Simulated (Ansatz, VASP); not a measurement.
**One calculation of SrSi3, two programs**

File INCAR:

```
  PREC = Accurate
  ENCUT = 600
  EDIFF = 1E-7
  ISMEAR = 0
  SIGMA = 0.1
  LREAL = False
  LASPH = True
  NELM = 80
  ALGO = Normal
  ISIF = 3
  LWAVE = False
  LCHARG = False
  GGA = PE
  IBRION = 2
  NSW = 90
  EDIFFG = -0.04
```

The input KPOINTS:

```
Automatic mesh
0
Gamma
  3 3 4
```

POSCAR

```
SrSi3
1.0
    6.0864721120      0.0000000000      0.0000000000
   -3.0432360560      5.2710394684      0.0000000000
    0.0000000000      0.0000000000      4.8853329658
Sr Si
2 6
Direct
    0.3333333333      0.6666666667      0.2500000000
    0.6666666667      0.3333333333      0.7500000000
    0.8330000000      0.6660000000      0.2500000000
    0.1670000000      0.8330000000      0.7500000000
    0.3340000000      0.1670000000      0.2500000000
    0.1670000000      0.3340000000      0.7500000000
    0.8330000000      0.1670000000      0.2500000000
    0.6660000000      0.8330000000      0.7500000000
```

Input for Ansatz:

```yaml
crystal:
  lattice:
    - [6.086472112, 0.0, 0.0]
    - [-3.043236056, 5.2710394684, 0.0]
    - [0.0, 0.0, 4.8853329658]
  atoms:
    - { symbol: Sr, position: [0.3333333333, 0.6666666667, 0.25] }
    - { symbol: Sr, position: [0.6666666667, 0.3333333333, 0.75] }
    - { symbol: Si, position: [0.833, 0.666, 0.25] }
    - { symbol: Si, position: [0.167, 0.833, 0.75] }
    - { symbol: Si, position: [0.334, 0.167, 0.25] }
    - { symbol: Si, position: [0.167, 0.334, 0.75] }
    - { symbol: Si, position: [0.833, 0.167, 0.25] }
    - { symbol: Si, position: [0.666, 0.833, 0.75] }
basis:
  ecutwfc: 420
kpoints:
  mp_grid: { grid: [3, 3, 4] }
hamiltonian:
  xc: pbe
scf:
  occupations: { method: gaussian, width: 0.1 }
  lower_state_search: "off"
output:
  forces: true
  stress: true
  eigenvalues: true
relax:
  adjacent_minimum: "off"
  f_tol: 0.04
  max_steps: 70
  cell: { stress_tol: 0.4 }
```

Alike in both runs: task relaxation of cell and atoms; functional PBE; k mesh 3 × 3 × 4; occupations gaussian, width 0.1 eV; no spin polarisation.

|  | VASP | Ansatz |
| --- | --- | --- |
| version | VASP 6.6.1 | Ansatz 0.2.0 |
| potentials or method | VASP PAW PBE potentials, release 64 (Sr_sv, Si), cutoff 600 eV | scalar-relativistic, plane waves, PAW |
| valence electrons in the cell | 44 | 44 |

```csv
,VASP,Ansatz,Ansatz less VASP
"gap on the k mesh at the Fermi level, each at its own relaxed structure (eV)",none,none,-
relaxed volume (Å³/atom),21.37,21.30,-0.067
relaxed cell length with the largest relative difference (Å),6.678,6.663,-0.0153
```

A gap of «none» marks a metal or a gap that the smearing closes.

The k mesh is coarse, so the values compare programs but aren't converged.
